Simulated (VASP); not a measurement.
# MgS (F-43m) in VASP: single point with HSE06

Aim: the single point of MgS with HSE06.

Everything below comes from runs of VASP 6.6.1. Logs are shortened: lines on timing, memory, paths and dates and some standing lists are left out, and cuts for length are marked.

**1. The cell of the first run**

The structure is cubic, space group F-43m (No. 216). Conventional cell: a = 5.683 Å, b = 5.683 Å, c = 5.683 Å, α = 90.00°, β = 90.00°, γ = 90.00°. Within 3.2 Å of Mg (site symmetry -43m) lie 4 S at 2.46 Å. Within 3.2 Å of S (site symmetry -43m) lie 4 Mg at 2.46 Å.

**2. Single point, HSE06 (strain +0.4%)**

POSCAR reads:

```
MgS
1.0
    0.0000000000      2.8416341709      2.8416341709
    2.8416341709      0.0000000000      2.8416341709
    2.8416341709      2.8416341709      0.0000000000
Mg S
1 1
Direct
    0.0000000000      0.0000000000      0.0000000000
    0.2500000000      0.2500000000      0.2500000000
```

INCAR.step1 reads:

```
SYSTEM = MgS
  PREC = Accurate
  ENCUT = 520
  EDIFF = 1E-5
  ISMEAR = 0
  SIGMA = 0.01
  LREAL = .False.
  LASPH = .True.
  NELM = 100
  ALGO = Normal
  ISIF = 2
  LWAVE = .True.
  NBANDS = 11
  GGA = PE
```

INCAR.step2 reads:

```
SYSTEM = MgS
  PREC = Accurate
  ENCUT = 520
  EDIFF = 1E-7
  ISMEAR = 0
  SIGMA = 0.01
  LREAL = .False.
  LASPH = .True.
  NELM = 100
  ALGO = Normal
  ISIF = 2
  LWAVE = .False.
  LCHARG = .True.
  GGA = PE
  LHFCALC = .True.
  HFSCREEN = 0.2079
  PRECFOCK = Normal
  LELF = .True.
  LVHAR = .True.
  NBANDS = 11
  ISTART = 1
```

KPOINTS reads:

```
regular mesh
0
Gamma
  6 6 6
  0 0 0
```

Potentials or basis: VASP PAW PBE potentials, release 64 (Mg, S).

Command:

```
cat potpaw_PBE.64/Mg/POTCAR potpaw_PBE.64/S/POTCAR > POTCAR
cp INCAR.step1 INCAR
mpirun -np 1 vasp_std > vasp.out
cp INCAR.step2 INCAR
mpirun -np 1 vasp_std > vasp.out
```

OUTCAR:

```text
SYSTEM = MgS
   PREC = Accurate
   ENCUT = 520
   EDIFF = 1E-7
   ISMEAR = 0
   LREAL = .False.
   LASPH = .True.
   NELM = 100
   ISIF = 2
   GGA = PE
   LHFCALC = .True.
   HFSCREEN = 0.2079
   PRECFOCK = Normal
   ISTART = 1

 ion  position               nearest neighbor table
   1  0.000  0.000  0.000-   2 2.46   2 2.46   2 2.46   2 2.46
   2  0.250  0.250  0.250-   1 2.46   1 2.46   1 2.46   1 2.46

  LATTYP: Found a face centered cubic cell.
 ALAT       =     5.6832683418

  Lattice vectors:

 A1 = (   0.0000000000,   2.8416341709,   2.8416341709)
 A2 = (   2.8416341709,   0.0000000000,   2.8416341709)
 A3 = (   2.8416341709,   2.8416341709,   0.0000000000)

Analysis of symmetry for initial positions (statically):
=====================================================================
 Subroutine PRICEL returns:
 Original cell was already a primitive cell.

 Routine SETGRP: Setting up the symmetry group for a
 face centered cubic supercell.

 Subroutine GETGRP returns: Found 24 space group operations
 (whereof 24 operations were pure point group operations)
 out of a pool of 48 trial point group operations.

The static configuration has the point symmetry T_d .

Analysis of symmetry for dynamics (positions and initial velocities):
=====================================================================
 Subroutine PRICEL returns:
 Original cell was already a primitive cell.

 Routine SETGRP: Setting up the symmetry group for a
 face centered cubic supercell.

 Subroutine GETGRP returns: Found 24 space group operations
 (whereof 24 operations were pure point group operations)
 out of a pool of 48 trial point group operations.

The dynamic configuration has the point symmetry T_d .

 Subroutine INISYM returns: Found 24 space group operations
 (whereof 24 operations are pure point group operations),
 and found     1 'primitive' translations

----------------------------------------------------------------------------------------

                                     Primitive cell

  volume of cell :      45.8917

  direct lattice vectors                    reciprocal lattice vectors
     0.000000000  2.841634171  2.841634171    -0.175955091  0.175955091  0.175955091
     2.841634171  0.000000000  2.841634171     0.175955091 -0.175955091  0.175955091
     2.841634171  2.841634171  0.000000000     0.175955091  0.175955091 -0.175955091

  length of vectors
     4.018677584  4.018677584  4.018677584     0.304763158  0.304763158  0.304763158

  position of ions in fractional coordinates (direct lattice)
     0.000000000  0.000000000  0.000000000
     0.250000000  0.250000000  0.250000000

  ion indices of the primitive-cell ions
   primitive index   ion index
                 1           1
                 2           2

----------------------------------------------------------------------------------------

 KPOINTS: regular mesh

Automatic generation of k-mesh.
 Grid dimensions read from file:
 generate k-points for:    6    6    6

 Generating k-lattice:

  Cartesian coordinates                     Fractional coordinates (reciprocal lattice)
    -0.029325849  0.029325849  0.029325849     0.166666667  0.000000000  0.000000000
     0.029325849 -0.029325849  0.029325849     0.000000000  0.166666667  0.000000000
     0.029325849  0.029325849 -0.029325849     0.000000000  0.000000000  0.166666667

  Length of vectors
     0.050793860  0.050793860  0.050793860

  Shift w.r.t. Gamma in fractional coordinates (k-lattice)
     0.000000000  0.000000000  0.000000000

 Subroutine IBZKPT returns following result:
 ===========================================

 Found     16 irreducible k-points:

 Following reciprocal coordinates:
            Coordinates               Weight
  0.000000  0.000000  0.000000      1.000000
  0.166667  0.000000  0.000000      8.000000
  0.333333  0.000000  0.000000      8.000000
  0.500000  0.000000  0.000000      4.000000
  0.166667  0.166667  0.000000      6.000000
  0.333333  0.166667  0.000000     24.000000
[... 8 lines left out ...]
 -0.333333  0.333333  0.166667     24.000000
 -0.333333  0.500000  0.166667     12.000000
   k-points           NKPTS =     16   k-points in BZ     NKDIM =    216   number of bands    NBANDS=     11
   number of dos      NEDOS =    301   number of ions     NIONS =      2
   total plane-waves  NPLWV =  27000
   dimension x,y,z NGX =    30 NGY =   30 NGZ =   30
   dimension x,y,z NGXF=    60 NGYF=   60 NGZF=   60
   ions per type =               1   1
   NGX,Y,Z   is equivalent  to a cutoff of  12.41, 12.41, 12.41 a.u.
   NGXF,Y,Z  is equivalent  to a cutoff of  24.82, 24.82, 24.82 a.u.
 SYSTEM =  MgS
   PREC   = accura    normal or accurate (medium, high low for compatibility)
   ISTART =      1    job   : 0-new  1-cont  2-samecut
   ICHARG =      0    charge: 1-file 2-atom 10-const
   ISPIN  =      1    spin polarized calculation?
   LNONCOLLINEAR =      F non collinear calculations
   LSORBIT =      F    spin-orbit coupling
   LASPH  =      T    aspherical Exc in radial PAW
   ENCUT  =  520.0 eV  38.22 Ry    6.18 a.u.   7.47  7.47  7.47*2*pi/ulx,y,z
   NELM   =    100;   NELMIN=  2; NELMDL=  0     # of ELM steps
   EDIFF  = 0.1E-06   stopping-criterion for ELM
   LREAL  =      F    real-space projection
   EDIFFG = 0.1E-05   stopping-criterion for IOM
   NSW    =      0    number of steps for IOM
   IBRION =     -1    ionic relax: 0-MD 1-quasi-New 2-CG
   NFREE  =      0    steps in history (QN), initial steepest desc. (CG)
   ISIF   =      2    stress and relaxation
   ISYM   =      3    0-nonsym 1-usesym 2-fastsym
   POTIM  = 0.5000    time-step for ionic-motion
   TEBEG  =    0.0;   TEEND  =   0.0 temperature during run
   PSTRESS=    0.0 pullay stress
   NELECT =       8.0000    total number of electrons
   NUPDOWN=      -1.0000    fix difference up-down
   EMIN   =  10.00;   EMAX   =-10.00  energy-range for DOS
   EFERMI =   0.00;   METHOD = LEGACY
   ISMEAR =     0;   SIGMA  =   0.01  broadening in eV -4-tet -1-fermi 0-gaus
   EFERMI_NEDOS =   21; number of points for ismear=-14 and -15
   IALGO  =     38    algorithm
   IMIX   =      1    mixing-type and parameters
     AMIX     =   0.40;   BMIX     =  1.00
     AMIX_MAG =   1.60;   BMIX_MAG =  1.00
  volume/ion in A,a.u.               =      22.95       154.85
  Fermi-wavevector in a.u.,A,eV,Ry     =   0.914520  1.728193 11.379196  0.836347
  Thomas-Fermi vector in A             =   2.039157
   LORBIT       =      0    0 simple, 1 ext, 2 COOP (PROOUT), +10 PAW based schemes
   GGA     = PE    functional components
   LHFCALC =     T    Hartree Fock is set to
   PRECFOCK=normal    Normal, Fast or Accurate (Low or Medium for compatibility)
   ENCUT4O =  -1.0   cutoff for four orbital integrals eV
   NKREDX  =     1    reduce k-point grid by
   NKREDY  =     1    reduce k-point grid by
   NKREDZ  =     1    reduce k-point grid by
   AEXX    =    0.2500 exact exchange contribution
   HFSCREEN=    0.2079 screening length (either q_TF or 0.3 A-1)
   HFSCREENC=   0.2079 screening length for correlation (either q_TF or 0.3 A-1)
   ENCUTFOCK=  -1.0 apply spherical cutoff to Coloumb kernel
   IVDW    =     0    specifies the selected vdW correction
   LEPSILON=     F    determine dielectric tensor
   LRPA    =     F    only Hartree local field effects (RPA)
 non-spin polarized calculation
 Gauss-broadening in eV      SIGMA  =   0.01
  energy-cutoff  :      520.00
  volume of cell :       45.89
 maximum number of plane-waves:      1258
 NGX is ok and might be reduce to    30
  NGX = 24; NGY = 24; NGZ = 24

 number of electron       8.0000001 magnetization

 Free energy of the ion-electron system (eV)
  ---------------------------------------------------
  ext. energy  EPLUGINS =         0.00000000
  ---------------------------------------------------
  free energy    TOTEN  =        -9.84431486 eV

  energy without entropy =       -9.84431486  energy(sigma->0) =       -9.84431486

 E-fermi :   0.3922     XC(G=0):  -6.9850

 val. band max:        0.2623287845   @ k =   0.0000   0.0000   0.0000
 cond. band min:       4.7127499793   @ k =   0.0000   0.0000   0.0000
 fundamental gap:      4.4504211948
 Fermi energy:         0.3922315209

 k-point     1 :       0.0000    0.0000    0.0000
  band No.  band energies     occupation
      1     -12.1212      2.00000
      2       0.2623      2.00000
      3       0.2623      2.00000
      4       0.2623      2.00000
      5       4.7127      0.00000
      6       9.4130      0.00000
      7       9.4130      0.00000
      8       9.4130      0.00000
      9      12.4316      0.00000
     10      12.4316      0.00000
     11      15.2094      0.00000

 k-point     2 :       0.1667    0.0000    0.0000
  band No.  band energies     occupation
      1     -11.9583      2.00000
      2      -0.8442      2.00000
      3       0.1657      2.00000
      4       0.1657      2.00000
      5       5.7349      0.00000
      6       9.1412      0.00000
      7       9.6780      0.00000
      8       9.6780      0.00000
      9      11.7912      0.00000
     10      11.7912      0.00000
     11      14.2407      0.00000

 k-point     3 :       0.3333    0.0000    0.0000
  band No.  band energies     occupation
      1     -11.5948      2.00000
      2      -2.4208      2.00000
      3      -0.0115      2.00000
      4      -0.0115      2.00000
      5       6.4668      0.00000
      6       9.3764      0.00000
      7       9.3764      0.00000
      8       9.6207      0.00000
      9      12.7995      0.00000
     10      12.7995      0.00000
     11      13.5970      0.00000

 k-point     4 :       0.5000    0.0000    0.0000
  band No.  band energies     occupation
      1     -11.3886      2.00000
      2      -3.0889      2.00000
      3      -0.0933      2.00000
      4      -0.0933      2.00000
      5       6.4421      0.00000
      6       9.0712      0.00000
      7       9.0712      0.00000
      8      10.0516      0.00000
      9      14.4119      0.00000
     10      14.9051      0.00000
     11      14.9051      0.00000

 k-point     5 :       0.1667    0.1667    0.0000
  band No.  band energies     occupation
      1     -11.9043      2.00000
      2      -0.8110      2.00000
      3      -0.0589      2.00000
      4      -0.0589      2.00000
      5       6.0675      0.00000
      6       8.5093      0.00000
      7      10.1824      0.00000
      8      10.1824      0.00000
      9      10.2916      0.00000
     10      12.9185      0.00000
     11      16.2665      0.00000
[... 99 lines left out ...]
 k-point    13 :       0.5000    0.5000    0.0000
  band No.  band energies     occupation
      1     -11.1517      2.00000
      2      -2.7558      2.00000
      3      -0.8524      2.00000
      4      -0.8524      2.00000
      5       5.1259      0.00000
      6       6.9914      0.00000
      7      12.7804      0.00000
      8      13.9211      0.00000
      9      13.9211      0.00000
     10      15.6823      0.00000
     11      15.6828      0.00000

 k-point    14 :       0.5000    0.3333    0.1667
  band No.  band energies     occupation
      1     -11.3468      2.00000
      2      -2.3387      2.00000
      3      -1.1347      2.00000
      4      -0.4749      2.00000
      5       7.0082      0.00000
      6       8.5009      0.00000
      7       8.9266      0.00000
      8      11.3533      0.00000
      9      12.2699      0.00000
     10      15.2116      0.00000
     11      16.0940      0.00000

 k-point    15 :      -0.3333    0.3333    0.1667
  band No.  band energies     occupation
      1     -11.2070      2.00000
      2      -2.4558      2.00000
      3      -1.5081      2.00000
      4      -0.6873      2.00000
      5       7.0866      0.00000
      6       8.4450      0.00000
      7       9.9105      0.00000
      8      10.8070      0.00000
      9      12.8201      0.00000
     10      14.6922      0.00000
     11      16.0232      0.00000

 k-point    16 :      -0.3333    0.5000    0.1667
  band No.  band energies     occupation
      1     -11.1447      2.00000
      2      -2.4231      2.00000
      3      -1.3998      2.00000
      4      -1.0688      2.00000
      5       6.2581      0.00000
      6       8.2465      0.00000
      7      10.8990      0.00000
      8      10.9386      0.00000
      9      14.1785      0.00000
     10      15.5227      0.00000
     11      15.6603      0.00000

------------------------ aborting loop because EDIFF is reached ----------------------------------------

  FORCE on cell =-STRESS in cart. coord.  units (eV):
  Direction    XX          YY          ZZ          XY          YZ          ZX
  --------------------------------------------------------------------------------------
  -------------------------------------------------------------------------------------
  Total       -0.2279782     -0.2279782     -0.2279782      0.0000000      0.0000000     -0.0000000
  in kB       -7.9592014     -7.9592014     -7.9592014      0.0000000      0.0000000     -0.0000000
  external PRESSURE =      -7.9592014 kB  Pullay stress =       0.0000000 kB

 VOLUME and BASIS-vectors are now :
 -----------------------------------------------------------------------------
  energy-cutoff  :      520.00
  volume of cell :       45.89
      direct lattice vectors                 reciprocal lattice vectors
     0.000000000  2.841634171  2.841634171    -0.175955091  0.175955091  0.175955091
     2.841634171  0.000000000  2.841634171     0.175955091 -0.175955091  0.175955091
     2.841634171  2.841634171  0.000000000     0.175955091  0.175955091 -0.175955091

 POSITION                                       TOTAL-FORCE (eV/Angst)
 -----------------------------------------------------------------------------------
      0.00000      0.00000      0.00000        -0.000000     -0.000000     -0.000000
      1.42082      1.42082      1.42082         0.000000      0.000000      0.000000
 -----------------------------------------------------------------------------------
    total drift:                               -0.000000     -0.000000     -0.000000

  FREE ENERGIE OF THE ION-ELECTRON SYSTEM (eV)
  ---------------------------------------------------
  free  energy   TOTEN  =        -9.8443148634 eV

  energy  without entropy=       -9.8443148634  energy(sigma->0) =       -9.84431486
```

Run time: 16 min. Hardware: 1 thread of Intel Xeon 8259CL, shared host; peak memory 0.29 GiB.

Results:

```
Free energy            : -9.8443 eV
Pressure               : -0.8 GPa
Band gap on the k mesh : 4.45 eV
```

Caveat: the cell differs from its parent crystal (strain +0.4%); the structure was generated, so it needn't be the stable form of MgS; the PAW data sets were made with another functional, which shifts forces and pressure a little. A k mesh can miss the band edges.
